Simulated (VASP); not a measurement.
# ZnS (F-43m) in VASP: notebook

The runs below take ZnS through single point, with PBEsol.

All numbers are computed with VASP 6.6.1; they aren't measurements. Logs are shortened: lines on timing, memory, paths and dates and some standing lists are left out, and cuts for length are marked.

## (1) The cell of the first run

It takes space group F-43m (No. 216, cubic). The conventional cell has a = 5.445 Å, b = 5.445 Å, c = 5.445 Å, α = 90.00°, β = 90.00°, γ = 90.00°. Within 3.1 Å of Zn (site symmetry -43m) lie 4 S at 2.36 Å. Within 3.1 Å of S (site symmetry -43m) lie 4 Zn at 2.36 Å.

## (2) Single point, PBEsol (volume scaled by 1.02)

Contents of INCAR:

```
PREC = Accurate
ENCUT = 520
EDIFF = 1E-7
ISMEAR = -1
SIGMA = 0.01
LREAL = False
LASPH = True
NELM = 60
ALGO = Normal
ISIF = 2
LWAVE = False
LCHARG = False
GGA = PS
NBANDS = 16
```

Contents of KPOINTS:

```
regular mesh
0
Gamma
  9 9 9
```

Contents of POSCAR:

```
ZnS
1.0
    0.0000000000      2.7225621114      2.7225621114
    2.7225621114      0.0000000000      2.7225621114
    2.7225621114      2.7225621114      0.0000000000
Zn S
1 1
Direct
    0.0000000000      0.0000000000      0.0000000000
    0.7500000000      0.7500000000      0.7500000000
```

Potentials or basis: VASP PAW PBE potentials, release 64 (Zn, S).

Run with:

```bash
$ cat potpaw_PBE.64/Zn/POTCAR potpaw_PBE.64/S/POTCAR > POTCAR
$ mpirun -np 1 vasp_std > vasp.out
```

OUTCAR:

```text
PREC = Accurate
   ENCUT = 520
   EDIFF = 1E-7
   ISMEAR = -1
   LREAL = False
   LASPH = True
   NELM = 60
   ISIF = 2
   GGA = PS

 ion  position               nearest neighbor table
   1  0.000  0.000  0.000-   2 2.36   2 2.36   2 2.36   2 2.36
   2  0.750  0.750  0.750-   1 2.36   1 2.36   1 2.36   1 2.36

  LATTYP: Found a face centered cubic cell.
 ALAT       =     5.4451242228

  Lattice vectors:

 A1 = (   0.0000000000,   2.7225621114,   2.7225621114)
 A2 = (   2.7225621114,   0.0000000000,   2.7225621114)
 A3 = (   2.7225621114,   2.7225621114,   0.0000000000)

Analysis of symmetry for initial positions (statically):
=====================================================================
 Subroutine PRICEL returns:
 Original cell was already a primitive cell.

 Routine SETGRP: Setting up the symmetry group for a
 face centered cubic supercell.

 Subroutine GETGRP returns: Found 24 space group operations
 (whereof 24 operations were pure point group operations)
 out of a pool of 48 trial point group operations.

The static configuration has the point symmetry T_d .

Analysis of symmetry for dynamics (positions and initial velocities):
=====================================================================
 Subroutine PRICEL returns:
 Original cell was already a primitive cell.

 Routine SETGRP: Setting up the symmetry group for a
 face centered cubic supercell.

 Subroutine GETGRP returns: Found 24 space group operations
 (whereof 24 operations were pure point group operations)
 out of a pool of 48 trial point group operations.

The dynamic configuration has the point symmetry T_d .

 Subroutine INISYM returns: Found 24 space group operations
 (whereof 24 operations are pure point group operations),
 and found     1 'primitive' translations

----------------------------------------------------------------------------------------

                                     Primitive cell

  volume of cell :      40.3611

  direct lattice vectors                    reciprocal lattice vectors
     0.000000000  2.722562111  2.722562111    -0.183650539  0.183650539  0.183650539
     2.722562111  0.000000000  2.722562111     0.183650539 -0.183650539  0.183650539
     2.722562111  2.722562111  0.000000000     0.183650539  0.183650539 -0.183650539

  length of vectors
[... 74 lines left out ...]
   ISTART =      0    job   : 0-new  1-cont  2-samecut
   ICHARG =      2    charge: 1-file 2-atom 10-const
   ISPIN  =      1    spin polarized calculation?
   LNONCOLLINEAR =      F non collinear calculations
   LSORBIT =      F    spin-orbit coupling
   LASPH  =      T    aspherical Exc in radial PAW
   ENCUT  =  520.0 eV  38.22 Ry    6.18 a.u.   7.16  7.16  7.16*2*pi/ulx,y,z
   NELM   =     60;   NELMIN=  2; NELMDL= -5     # of ELM steps
   EDIFF  = 0.1E-06   stopping-criterion for ELM
   LREAL  =      F    real-space projection
   EDIFFG = 0.1E-05   stopping-criterion for IOM
   NSW    =      0    number of steps for IOM
   IBRION =     -1    ionic relax: 0-MD 1-quasi-New 2-CG
   NFREE  =      0    steps in history (QN), initial steepest desc. (CG)
   ISIF   =      2    stress and relaxation
   ISYM   =      2    0-nonsym 1-usesym 2-fastsym
   POTIM  = 0.5000    time-step for ionic-motion
   TEBEG  =    0.0;   TEEND  =   0.0 temperature during run
   PSTRESS=    0.0 pullay stress
   NELECT =      18.0000    total number of electrons
   NUPDOWN=      -1.0000    fix difference up-down
   EMIN   =  10.00;   EMAX   =-10.00  energy-range for DOS
   EFERMI =   0.00;   METHOD = LEGACY
   ISMEAR =    -1;   SIGMA  =   0.01  broadening in eV -4-tet -1-fermi 0-gaus
   EFERMI_NEDOS =   21; number of points for ismear=-14 and -15
   IALGO  =     38    algorithm
   IMIX   =      4    mixing-type and parameters
     AMIX     =   0.40;   BMIX     =  1.00
     AMIX_MAG =   1.60;   BMIX_MAG =  1.00
  volume/ion in A,a.u.               =      20.18       136.19
  Fermi-wavevector in a.u.,A,eV,Ry     =   1.250771  2.363615 21.285343  1.564429
  Thomas-Fermi vector in A             =   2.384750
   LORBIT       =      0    0 simple, 1 ext, 2 COOP (PROOUT), +10 PAW based schemes
   GGA     = PS    functional components
   LHFCALC =     F    Hartree Fock is set to
   AEXX    =    0.0000 exact exchange contribution
   IVDW    =     0    specifies the selected vdW correction
   LEPSILON=     F    determine dielectric tensor
   LRPA    =     F    only Hartree local field effects (RPA)
 non-spin polarized calculation
  energy-cutoff  :      520.00
  volume of cell :       40.36
 maximum number of plane-waves:      1100
 NGX is ok and might be reduce to    30
   NGX = 15   NGY = 15   NGZ = 15

 number of electron      18.0000008 magnetization

 Free energy of the ion-electron system (eV)
  ---------------------------------------------------
  ext. energy  EPLUGINS =         0.00000000
  ---------------------------------------------------
  free energy    TOTEN  =        -7.56942447 eV

  energy without entropy =       -7.56942447  energy(sigma->0) =       -7.56942447

 E-fermi :   2.0350     XC(G=0):  -9.7434

 val. band max:        1.8037183036   @ k =   0.0000   0.0000   0.0000
 cond. band min:       3.6844274221   @ k =   0.0000   0.0000   0.0000
 fundamental gap:      1.8807091185
 Fermi energy:         2.0350099701

 k-point     1 :       0.0000    0.0000    0.0000
  band No.  band energies     occupation
      1     -11.1942      2.00000
      2      -4.4779      2.00000
      3      -4.4779      2.00000
      4      -4.4779      2.00000
      5      -4.0050      2.00000
      6      -4.0050      2.00000
[... 433 lines left out ...]
      3      -4.1648      2.00000
      4      -4.1648      2.00000
      5      -3.9357      2.00000
      6      -3.8542      2.00000
[... 8 lines left out ...]
     15      15.4023      0.00000
     16      16.6894      0.00000

 [... further k-points ...]
[... 5 lines left out ...]
  --------------------------------------------------------------------------------------
  -------------------------------------------------------------------------------------
  Total       -0.8305363     -0.8305363     -0.8305363      0.0000000      0.0000000     -0.0000000
  in kB      -32.9690024    -32.9690024    -32.9690024      0.0000000      0.0000000     -0.0000000
  external PRESSURE =     -32.9690024 kB  Pullay stress =       0.0000000 kB

 VOLUME and BASIS-vectors are now :
 -----------------------------------------------------------------------------
  energy-cutoff  :      520.00
  volume of cell :       40.36
      direct lattice vectors                 reciprocal lattice vectors
     0.000000000  2.722562111  2.722562111    -0.183650539  0.183650539  0.183650539
     2.722562111  0.000000000  2.722562111     0.183650539 -0.183650539  0.183650539
     2.722562111  2.722562111  0.000000000     0.183650539  0.183650539 -0.183650539

 POSITION                                       TOTAL-FORCE (eV/Angst)
 -----------------------------------------------------------------------------------
      0.00000      0.00000      0.00000         0.000000      0.000000      0.000000
      4.08384      4.08384      4.08384        -0.000000     -0.000000     -0.000000
 -----------------------------------------------------------------------------------
    total drift:                               -0.000000     -0.000000     -0.000000

  FREE ENERGIE OF THE ION-ELECTRON SYSTEM (eV)
  ---------------------------------------------------
  free  energy   TOTEN  =        -7.5694244699 eV

  energy  without entropy=       -7.5694244699  energy(sigma->0) =       -7.56942447
```

Wall time 23 s (1 thread of Intel Xeon 6975P-C, shared host); peak memory 0.18 GiB.

Results:

| Item | Value |
| --- | --- |
| Free energy | -7.5694 eV |
| Pressure | -3.3 GPa |
| Band gap on the k mesh | 1.88 eV, direct |

Caveat: the PAW data sets were made with another functional, which shifts forces and pressure a little.

(Continued in part 2 of 2.)
